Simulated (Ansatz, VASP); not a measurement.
# Two plane-wave programs on Ge2Sb2Te5

INCAR

```
SYSTEM = Ge2Sb2Te5
PREC = Accurate
ENCUT = 520
EDIFF = 1E-6
ISMEAR = -1
SIGMA = 0.05
LREAL = .False.
LASPH = .True.
NELM = 80
ALGO = Normal
ISIF = 2
LWAVE = .False.
LCHARG = .False.
GGA = PE
NBANDS = 44
```

Contents of KPOINTS:

```
regular mesh
0
Gamma
  7 7 2
  0 0 0
```

File POSCAR:

```
Ge2Sb2Te5
1.0
    4.2940644248      0.0000000000      0.0000000000
   -2.1470322124      3.7187688774      0.0000000000
    0.0000000000      0.0000000000     17.1013460000
Te Sb Ge
5 2 2
Direct
    0.6666666667      0.3333333333      0.4198920000
    0.3333333333      0.6666666667      0.5801080000
    0.3333333333      0.6666666667      0.2015420000
    0.6666666667      0.3333333333      0.7984580000
    0.0000000000      0.0000000000      0.0000000000
    0.0000000000      0.0000000000      0.3200680000
    0.0000000000      0.0000000000      0.6799320000
    0.6666666667      0.3333333333      0.1028950000
    0.3333333333      0.6666666667      0.8971050000
```

input.yaml

```yaml
crystal:
  lattice:
    - [4.2940644248, 0.0, 0.0]
    - [-2.1470322124, 3.7187688774, 0.0]
    - [0.0, 0.0, 17.101346]
  atoms:
    - { symbol: Te, position: [0.6666666667, 0.3333333333, 0.419892] }
    - { symbol: Te, position: [0.3333333333, 0.6666666667, 0.580108] }
    - { symbol: Te, position: [0.3333333333, 0.6666666667, 0.201542] }
    - { symbol: Te, position: [0.6666666667, 0.3333333333, 0.798458] }
    - { symbol: Te, position: [0.0, 0.0, 0.0] }
    - { symbol: Sb, position: [0.0, 0.0, 0.320068] }
    - { symbol: Sb, position: [0.0, 0.0, 0.679932] }
    - { symbol: Ge, position: [0.6666666667, 0.3333333333, 0.102895] }
    - { symbol: Ge, position: [0.3333333333, 0.6666666667, 0.897105] }
hamiltonian:
  xc: pbe
  pseudopotentials: { kind: paw }
kpoints:
  mp_grid: { grid: [7, 7, 2] }
  band_path:
    path:
      - [[0.0, 0.0, 0.0], [0.5, 0.0, 0.0], [0.3333333333, 0.3333333333, 0.0], [0.0, 0.0, 0.0], [0.0, 0.0, 0.5], [0.5, 0.0, 0.5], [0.3333333333, 0.3333333333, 0.5], [0.0, 0.0, 0.5]]
      - [[0.5, 0.0, 0.5], [0.5, 0.0, 0.0]]
      - [[0.3333333333, 0.3333333333, 0.0], [0.3333333333, 0.3333333333, 0.5]]
    npoints: 10
scf:
  occupations: { method: fermi_dirac, width: 0.05 }
  n_extra_bands: 22
output:
  forces: true
  stress: true
  eigenvalues: true
  fatbands: false
```

Alike in both runs: functional PBE; k mesh 7 × 7 × 2; occupations fermi-dirac, width 0.05 eV; no spin polarisation.

```csv
,VASP,Ansatz
version,VASP 6.6.1,Ansatz 0.2.0
potentials or method,"VASP PAW PBE potentials, release 64 (Te, Sb, Ge_d)",Ansatz PAW
plane-wave cutoff (eV),520,420
valence electrons in the cell,68,138
task,single point,band structure
```

|  | VASP | Ansatz | Ansatz less VASP |
| --- | --- | --- | --- |
| gap on the k mesh at the Fermi level (eV) | 0.27 | 0.28 | +0.007 |
| least direct gap on the mesh (eV) | 0.27 | 0.28 | +0.007 |
| pressure (GPa) | 0.3 | 0.3 | -0.01 |
| rms of the force components (eV/Å) | 0.037 | 0.036 | -0.0010 |

Atom by atom the forces differ by 0.008 eV/Å (rms over components). The functional is the same, so the differences come from potentials, cutoffs and numerics. VASP's potentials hold 68 valence electrons a cell and Ansatz's 138, so a difference there can come from the potentials and not from the codes.

Spin-orbit coupling is off throughout.
